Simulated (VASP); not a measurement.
**Ti: single point with PBE**

Crystal: Ti.

```
CELL_PARAMETERS angstrom
2.95000 0.00000 0.00000
-1.47500 2.55477 0.00000
0.00000 0.00000 4.68600
ATOMIC_POSITIONS crystal
Ti 0.40673 0.81345 0.25000
Ti 0.66667 0.33333 0.75000
```

This cell differs from its parent crystal: one atom moved.

```json
{
  "Program": "VASP 6.6.1",
  "Task": "single point",
  "Functional": "PBE",
  "Potentials or basis": "VASP PAW PBE potentials, release 64 (Ti_sv)",
  "Cutoff": "520 eV",
  "k mesh": "15 × 15 × 8",
  "Occupations": "gaussian, width 0.1 eV",
  "Spin": "no spin polarisation",
  "Dipole correction": "no",
  "Further INCAR settings": "ALGO = Fast; EDIFF = 1e-06; NBANDS = 19"
}
```

| Quantity | Value |
| --- | --- |
| Pressure | -2.5 GPa |
| Largest force | 0.453 eV/Å |
| Band gap on the k mesh | zero (band 12 reaches 8.90 eV, above the bottom of band 13 at 7.70 eV) |

Forces in eV/Å, atoms in the order of the input:
```
Ti   0.000 -0.453  0.000
Ti   0.000  0.453  0.000
```

Stress tensor (GPa, compression positive):
```
-7.53  0.00  0.00
 0.00  1.06  0.00
 0.00  0.00 -1.10
```

Levels at points of the mesh, in eV from the Fermi level:
```tsv
k point	band 8	band 9	band 10	band 11	band 12	band 13	band 14	band 15	band 16	band 17
(0.00, 0.00, 0.00)	-32.61	-6.05	-2.47	0.54	0.84	0.84	1.04	1.12	1.38	1.71
(0.00, 0.00, 0.50)	-32.67	-4.22	-4.22	0.05	0.05	0.70	0.70	1.03	1.03	2.66
```

Run time: 6.1 min on 1 thread of Intel Xeon 6975P-C (shared host), peak memory 0.29 GiB.

Caveat: the cell differs from its parent crystal (one atom moved).
